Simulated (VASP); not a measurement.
Write the native input for VASP 6.6.1 that does the following.

```
Task                   : single point
Functional             : BLYP
Dispersion             : D3(BJ)
Potentials or basis    : VASP PAW PBE potentials, release 64 (Zn, S)
Cutoff                 : 520 eV
k mesh                 : 9 × 9 × 9
Occupations            : fermi-dirac, width 0.05 eV
Spin                   : no spin polarisation
Dipole correction      : no
Further INCAR settings : ALGO = Normal; EDIFF = 1e-07; NBANDS = 16
```

The structure of ZnS lies in POSCAR:

```
ZnS
1.0
    0.0000000000      2.6920897757      2.6920897757
    2.6920897757      0.0000000000      2.6920897757
    2.6920897757      2.6920897757      0.0000000000
Zn S
1 1
Direct
    0.7500000000      0.7500000000      0.7500000000
    0.0000000000      0.0000000000      0.0000000000
```

These files were run (other wordings do the same):

INCAR

```
  PREC = Accurate
  ENCUT = 520
  EDIFF = 1E-7
  ISMEAR = -1
  SIGMA = 0.05
  LREAL = F
  LASPH = T
  NELM = 100
  ALGO = Normal
  ISIF = 2
  LWAVE = F
  LCHARG = F
  GGA = B5
  ALDAX = 1.0
  AGGAX = 1.0
  AGGAC = 1.0
  ALDAC = 0.0
  IVDW = 12
  VDW_S6 = 1.0
  VDW_S8 = 2.6996
  VDW_A1 = 0.4298
  VDW_A2 = 4.2359
  NBANDS = 16
```

KPOINTS

```
Automatic mesh
0
Gamma
  9 9 9
```

Potentials or basis: VASP PAW PBE potentials, release 64 (Zn, S).

Command:

```sh
$ cat potpaw_PBE.64/Zn/POTCAR potpaw_PBE.64/S/POTCAR > POTCAR
$ mpirun -np 1 vasp_std > vasp.out
```

It gave:

The pressure is 0.1 GPa, the band gap on the k mesh is 2.18 eV, direct and the dispersion energy per atom is -0.675 eV.

Caveat: the PAW data sets were made with another functional, which shifts forces and pressure a little.

Wall time 15 s on 1 thread of Intel(R) Xeon(R) 6975P-C (Granite Rapids) (shared host), peak memory 0.17 GiB.
